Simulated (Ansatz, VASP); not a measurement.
## Nb in VASP and in Ansatz

```xyz
2
Lattice="2.8338 0.0000 0.0000 -1.4169 2.4542 0.0000 0.0000 0.0000 5.1848" Properties=species:S:1:pos:R:3 pbc="T T T"
Nb    0.0000    1.6361    1.2962
Nb    1.4169    0.8181    3.8886
```

Alike in both runs: functional PBEsol; k mesh 24 × 24 × 10; occupations gaussian, width 0.1 eV; no spin polarisation.

Ansatz relaxed the structure, and its values are those at the end. VASP's run is a single point on that final structure, the one shown.

|  | VASP | Ansatz |
| --- | --- | --- |
| version | VASP 6.6.1 | Ansatz 0.2.0 |
| potentials or method | VASP PAW PBE potentials, release 64 (Nb_sv), cutoff 500 eV | scalar-relativistic, plane waves, PAW |
| valence electrons in the cell | 26 | 26 |

```tsv
	VASP	Ansatz	Ansatz less VASP
gap on the k mesh at the Fermi level (eV)	none	none	-
pressure (GPa)	-0.3	0.0	+0.32
```

VASP's potentials were made for PBE, not for PBEsol. A gap of «none» marks a metal or a gap that the smearing closes.
